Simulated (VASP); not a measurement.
# Nb (Fm-3m) in VASP: a series of runs

Nb is run at these levels: RPBE; tasks: single point.

All numbers are computed with VASP 6.6.1; they aren't measurements. Logs are shortened: lines on timing, memory, paths and dates and some standing lists are left out, and cuts for length are marked.

### 1 The cell of the first run

Symmetry: Fm-3m, No. 225, cubic system. Conventional cell: a = 4.068 Å, b = 4.068 Å, c = 4.068 Å, α = 90.00°, β = 90.00°, γ = 90.00°. Nb (site symmetry m-3m) has 12 Nb at 2.88 Å within 3.8 Å.

### 2 Single point, RPBE (volume scaled by 0.88)

INCAR

```
PREC = Accurate ; ENCUT = 520
EDIFF = 1E-7 ; ISMEAR = -1
SIGMA = 0.1 ; LREAL = False
LASPH = True ; NELM = 80
ALGO = Normal ; ISIF = 2
LWAVE = False ; LCHARG = True
GGA = RP ; LELF = True
LVHAR = True ; NBANDS = 12
```

KPOINTS

```
regular mesh
0
Gamma
  21 21 21
```

POSCAR

```
Nb
1.0
    0.0000000000      2.0338793529      2.0338793529
    2.0338793529      0.0000000000      2.0338793529
    2.0338793529      2.0338793529      0.0000000000
Nb
1
Direct
    0.0000000000      0.0000000000      0.0000000000
```

Potentials or basis: VASP PAW PBE potentials, release 64 (Nb_sv).

The run is started by

```bash
$ cat potpaw_PBE.64/Nb_sv/POTCAR > POTCAR
$ mpirun -np 1 vasp_std > vasp.out
```

OUTCAR:

```text
PREC = Accurate
   ENCUT = 520
   EDIFF = 1E-7
   ISMEAR = -1
   LREAL = False
   LASPH = True
   NELM = 80
   ISIF = 2
   GGA = RP

 ion  position               nearest neighbor table
   1  0.000  0.000  0.000-

  LATTYP: Found a face centered cubic cell.
 ALAT       =     4.0677587058

  Lattice vectors:

 A1 = (   0.0000000000,   2.0338793529,   2.0338793529)
 A2 = (   2.0338793529,   0.0000000000,   2.0338793529)
 A3 = (   2.0338793529,   2.0338793529,   0.0000000000)

Analysis of symmetry for initial positions (statically):
=====================================================================
 Subroutine PRICEL returns:
 Original cell was already a primitive cell.

 Routine SETGRP: Setting up the symmetry group for a
 face centered cubic supercell.

 Subroutine GETGRP returns: Found 48 space group operations
 (whereof 48 operations were pure point group operations)
 out of a pool of 48 trial point group operations.

The static configuration has the point symmetry O_h .

Analysis of symmetry for dynamics (positions and initial velocities):
=====================================================================
 Subroutine PRICEL returns:
 Original cell was already a primitive cell.

 Routine SETGRP: Setting up the symmetry group for a
 face centered cubic supercell.

 Subroutine GETGRP returns: Found 48 space group operations
 (whereof 48 operations were pure point group operations)
 out of a pool of 48 trial point group operations.

The dynamic configuration has the point symmetry O_h .

 Subroutine INISYM returns: Found 48 space group operations
 (whereof 48 operations are pure point group operations),
 and found     1 'primitive' translations

----------------------------------------------------------------------------------------

                                     Primitive cell

  volume of cell :      16.8270

  direct lattice vectors                    reciprocal lattice vectors
     0.000000000  2.033879353  2.033879353    -0.245835624  0.245835624  0.245835624
     2.033879353  0.000000000  2.033879353     0.245835624 -0.245835624  0.245835624
     2.033879353  2.033879353  0.000000000     0.245835624  0.245835624 -0.245835624

  length of vectors
     2.876339765  2.876339765  2.876339765     0.425799791  0.425799791  0.425799791

  position of ions in fractional coordinates (direct lattice)
     0.000000000  0.000000000  0.000000000

  ion indices of the primitive-cell ions
   primitive index   ion index
                 1           1

----------------------------------------------------------------------------------------

 KPOINTS: regular mesh

Automatic generation of k-mesh.
 Grid dimensions read from file:
 generate k-points for:   21   21   21

 Generating k-lattice:

  Cartesian coordinates                     Fractional coordinates (reciprocal lattice)
    -0.011706458  0.011706458  0.011706458     0.047619048  0.000000000  0.000000000
     0.011706458 -0.011706458  0.011706458     0.000000000  0.047619048  0.000000000
     0.011706458  0.011706458 -0.011706458     0.000000000  0.000000000  0.047619048

  Length of vectors
     0.020276181  0.020276181  0.020276181

  Shift w.r.t. Gamma in fractional coordinates (k-lattice)
     0.000000000  0.000000000  0.000000000

 Subroutine IBZKPT returns following result:
 ===========================================

 Found    286 irreducible k-points:

 Following reciprocal coordinates:
            Coordinates               Weight
  0.000000  0.000000  0.000000      1.000000
  0.047619  0.000000  0.000000      8.000000
  0.095238  0.000000  0.000000      8.000000
  0.142857  0.000000  0.000000      8.000000
  0.190476  0.000000  0.000000      8.000000
  0.238095  0.000000  0.000000      8.000000
[... 16 lines left out ...]
 -0.428571  0.047619  0.000000     24.000000
 -0.380952  0.047619  0.000000     24.000000
 [... further k-points ...]
   k-points           NKPTS =    286   k-points in BZ     NKDIM =    286   number of bands    NBANDS=     12
   number of dos      NEDOS =    301   number of ions     NIONS =      1
   total plane-waves  NPLWV =  13824
   dimension x,y,z NGX =    24 NGY =   24 NGZ =   24
   dimension x,y,z NGXF=    48 NGYF=   48 NGZF=   48
   ions per type =               1
   NGX,Y,Z   is equivalent  to a cutoff of  13.87, 13.87, 13.87 a.u.
   NGXF,Y,Z  is equivalent  to a cutoff of  27.74, 27.74, 27.74 a.u.
 SYSTEM =  unknown system
   PREC   = accura    normal or accurate (medium, high low for compatibility)
   ISTART =      0    job   : 0-new  1-cont  2-samecut
   ICHARG =      2    charge: 1-file 2-atom 10-const
   ISPIN  =      1    spin polarized calculation?
   LNONCOLLINEAR =      F non collinear calculations
   LSORBIT =      F    spin-orbit coupling
   LASPH  =      T    aspherical Exc in radial PAW
   ENCUT  =  520.0 eV  38.22 Ry    6.18 a.u.   5.35  5.35  5.35*2*pi/ulx,y,z
   NELM   =     80;   NELMIN=  2; NELMDL= -5     # of ELM steps
   EDIFF  = 0.1E-06   stopping-criterion for ELM
   LREAL  =      F    real-space projection
   EDIFFG = 0.1E-05   stopping-criterion for IOM
   NSW    =      0    number of steps for IOM
   IBRION =     -1    ionic relax: 0-MD 1-quasi-New 2-CG
   NFREE  =      0    steps in history (QN), initial steepest desc. (CG)
   ISIF   =      2    stress and relaxation
   ISYM   =      2    0-nonsym 1-usesym 2-fastsym
   POTIM  = 0.5000    time-step for ionic-motion
   TEBEG  =    0.0;   TEEND  =   0.0 temperature during run
   PSTRESS=    0.0 pullay stress
   NELECT =      13.0000    total number of electrons
   NUPDOWN=      -1.0000    fix difference up-down
   EMIN   =  10.00;   EMAX   =-10.00  energy-range for DOS
   EFERMI =   0.00;   METHOD = LEGACY
   ISMEAR =    -1;   SIGMA  =   0.10  broadening in eV -4-tet -1-fermi 0-gaus
   EFERMI_NEDOS =   21; number of points for ismear=-14 and -15
   IALGO  =     38    algorithm
   IMIX   =      4    mixing-type and parameters
     AMIX     =   0.40;   BMIX     =  1.00
     AMIX_MAG =   1.60;   BMIX_MAG =  1.00
  volume/ion in A,a.u.               =      16.83       113.55
  Fermi-wavevector in a.u.,A,eV,Ry     =   1.502176  2.838701 30.701984  2.256532
  Thomas-Fermi vector in A             =   2.613450
   LORBIT       =      0    0 simple, 1 ext, 2 COOP (PROOUT), +10 PAW based schemes
   GGA     = RP    functional components
   LHFCALC =     F    Hartree Fock is set to
   AEXX    =    0.0000 exact exchange contribution
   IVDW    =     0    specifies the selected vdW correction
   LEPSILON=     F    determine dielectric tensor
   LRPA    =     F    only Hartree local field effects (RPA)
 non-spin polarized calculation
  energy-cutoff  :      520.00
  volume of cell :       16.83
 maximum number of plane-waves:       467
 NGX is ok and might be reduce to    24
   NGX = 11   NGY = 11   NGZ = 11

 number of electron      13.0000000 magnetization

 Free energy of the ion-electron system (eV)
  ---------------------------------------------------
  ext. energy  EPLUGINS =         0.00000000
  ---------------------------------------------------
  free energy    TOTEN  =        -9.25650962 eV

  energy without entropy =       -9.20962300  energy(sigma->0) =       -9.23306631

 E-fermi :  12.6450     XC(G=0): -12.7943

 val. band max:       12.6448403243   @ k =   0.3333   0.2381   0.0952
 cond. band min:      12.6478317500   @ k =  -0.4286   0.2381   0.0000
 fundamental gap:      0.0029914257
 Fermi energy:        12.6450269605

 k-point     1 :       0.0000    0.0000    0.0000
  band No.  band energies     occupation
      1     -42.0805      2.00000
      2     -17.2280      2.00000
      3     -17.2280      2.00000
      4     -17.2280      2.00000
      5       6.1781      2.00000
      6      12.6508      0.97125
      7      12.6508      0.97125
      8      12.6508      0.97125
      9      15.6699      0.00000
     10      15.6699      0.00000
     11      24.5287      0.00000
     12      29.8248      0.00000

 k-point     2 :       0.0476    0.0000    0.0000
  band No.  band energies     occupation
      1     -42.0741      2.00000
      2     -17.2683      2.00000
      3     -17.2328      2.00000
      4     -17.2328      2.00000
      5       6.2751      2.00000
      6      12.5714      1.35219
      7      12.6962      0.74942
      8      12.6962      0.74942
      9      15.6248      0.00000
     10      15.6248      0.00000
     11      24.7293      0.00000
     12      29.4110      0.00000

 k-point     3 :       0.0952    0.0000    0.0000
  band No.  band energies     occupation
      1     -42.0551      2.00000
      2     -17.3848      2.00000
      3     -17.2468      2.00000
      4     -17.2468      2.00000
      5       6.5552      2.00000
      6      12.3618      1.88881
      7      12.8200      0.29607
      8      12.8200      0.29607
      9      15.5130      0.00000
     10      15.5130      0.00000
     11      25.2861      0.00000
     12      28.5368      0.00000

 k-point     4 :       0.1429    0.0000    0.0000
  band No.  band energies     occupation
      1     -42.0253      2.00000
      2     -17.5645      2.00000
      3     -17.2687      2.00000
      4     -17.2687      2.00000
      5       6.9843      2.00000
      6      12.0959      1.99179
      7      12.9791      0.06842
      8      12.9791      0.06842
      9      15.4045      0.00000
     10      15.4045      0.00000
     11      26.0009      0.00000
     12      27.7130      0.00000

 k-point     5 :       0.1905    0.0000    0.0000
  band No.  band energies     occupation
      1     -41.9871      2.00000
      2     -17.7885      2.00000
      3     -17.2964      2.00000
      4     -17.2964      2.00000
      5       7.4969      2.00000
      6      11.8757      1.99909
      7      13.0942      0.02215
      8      13.0942      0.02215
      9      15.4083      0.00000
     10      15.4083      0.00000
     11      26.0451      0.00000
     12      27.7912      0.00000
[... 228 lines left out ...]
      1     -41.7817      2.00000
      2     -18.8621      2.00000
      3     -17.4582      2.00000
      4     -17.4492      2.00000
      5       8.4654      2.00000
      6      12.3057      1.93497
      7      12.5348      1.50143
      8      14.1395      0.00000
      9      17.9493      0.00000
     10      17.9632      0.00000
     11      24.1820      0.00000
     12      25.2294      0.00000

 k-point    22 :      -0.4762    0.0476    0.0000
  band No.  band energies     occupation
      1     -41.7772      2.00000
      2     -18.8845      2.00000
      3     -17.4683      2.00000
      4     -17.4455      2.00000
      5       8.4539      2.00000
      6      12.2954      1.94116
      7      12.4986      1.62428
      8      14.2869      0.00000
      9      17.8988      0.00000
     10      18.2026      0.00000
     11      24.4694      0.00000
     12      24.6879      0.00000

 k-point    23 :      -0.4286    0.0476    0.0000
  band No.  band energies     occupation
      1     -41.7863      2.00000
      2     -18.8394      2.00000
      3     -17.4688      2.00000
      4     -17.4326      2.00000
      5       8.4790      2.00000
      6      12.3566      1.89410
      7      12.5306      1.51704
      8      14.0146      0.00000
      9      17.5712      0.00000
     10      18.1345      0.00000
     11      24.1030      0.00000
     12      25.5633      0.00000

 k-point    24 :      -0.3810    0.0476    0.0000
  band No.  band energies     occupation
      1     -41.8081      2.00000
      2     -18.7301      2.00000
      3     -17.4595      2.00000
      4     -17.4117      2.00000
      5       8.5259      2.00000
      6      12.4819      1.67261
      7      12.6284      1.08281
      8      13.4273      0.00080
      9      17.0456      0.00000
     10      17.7937      0.00000
     11      24.0717      0.00000
     12      26.7371      0.00000

 [... further k-points ...]

------------------------ aborting loop because EDIFF is reached ----------------------------------------

  FORCE on cell =-STRESS in cart. coord.  units (eV):
  Direction    XX          YY          ZZ          XY          YZ          ZX
  --------------------------------------------------------------------------------------
  -------------------------------------------------------------------------------------
  Total        2.5690996      2.5690996      2.5690996      0.0000000      0.0000000      0.0000000
  in kB      244.6166249    244.6166249    244.6166249      0.0000000      0.0000000      0.0000000
  external PRESSURE =     244.6166249 kB  Pullay stress =       0.0000000 kB

 VOLUME and BASIS-vectors are now :
 -----------------------------------------------------------------------------
  energy-cutoff  :      520.00
  volume of cell :       16.83
      direct lattice vectors                 reciprocal lattice vectors
     0.000000000  2.033879353  2.033879353    -0.245835624  0.245835624  0.245835624
     2.033879353  0.000000000  2.033879353     0.245835624 -0.245835624  0.245835624
     2.033879353  2.033879353  0.000000000     0.245835624  0.245835624 -0.245835624

 POSITION                                       TOTAL-FORCE (eV/Angst)
 -----------------------------------------------------------------------------------
      0.00000      0.00000      0.00000         0.000000      0.000000      0.000000
 -----------------------------------------------------------------------------------
    total drift:                                0.000000      0.000000     -0.000000

  FREE ENERGIE OF THE ION-ELECTRON SYSTEM (eV)
  ---------------------------------------------------
  free  energy   TOTEN  =        -9.2565096211 eV

  energy  without entropy=       -9.2096230030  energy(sigma->0) =       -9.23306631
```

Run time: 38 s. Hardware: 1 thread of Intel Xeon 6975P-C, shared host; peak memory 0.18 GiB.

Results:

| Property | Result |
| --- | --- |
| Free energy | -9.2565 eV |
| Pressure | 24.5 GPa |

Levels at points of the mesh, in eV from the Fermi level:
```
           k point  band 4  band 5  band 6  band 7  band 8  band 9
(0.00, 0.00, 0.00)  -29.87   -6.47    0.01    0.01    0.01    3.02
```

Caveat: the PAW data sets were made with another functional, which shifts forces and pressure a little.

### 3 Single point, RPBE (volume scaled by 0.92)

INCAR

```
PREC = Accurate ; ENCUT = 520
EDIFF = 1E-6 ; ISMEAR = -1
SIGMA = 0.1 ; LREAL = F
LASPH = T ; NELM = 80
ALGO = Normal ; ISIF = 2
LWAVE = F ; LCHARG = F
GGA = RP ; NBANDS = 12
```

KPOINTS

```
Automatic mesh
0
Gamma
  21 21 21
```

POSCAR

```
Nb
1.0
    0.0000000000      2.0642402373      2.0642402373
    2.0642402373      0.0000000000      2.0642402373
    2.0642402373      2.0642402373      0.0000000000
Nb
1
Direct
    0.0000000000      0.0000000000      0.0000000000
```

Potentials or basis: VASP PAW PBE potentials, release 64 (Nb_sv).

The run is started by

```bash
$ cat potpaw_PBE.64/Nb_sv/POTCAR > POTCAR
$ mpirun -np 1 vasp_std > vasp.out
```

Wall time 32 s (1 thread of Intel Xeon 6975P-C, shared host); peak memory 0.18 GiB.

Results (log left out):

```
Free energy : -9.3496 eV
Pressure    : 14.6 GPa
```

Levels at points of the mesh, in eV from the Fermi level:
```csv
k point,band 4,band 5,band 6,band 7,band 8,band 9
"(0.00, 0.00, 0.00)",-30.01,-6.38,0.05,0.05,0.05,2.89
```

Caveat: the PAW data sets were made with another functional, which shifts forces and pressure a little.
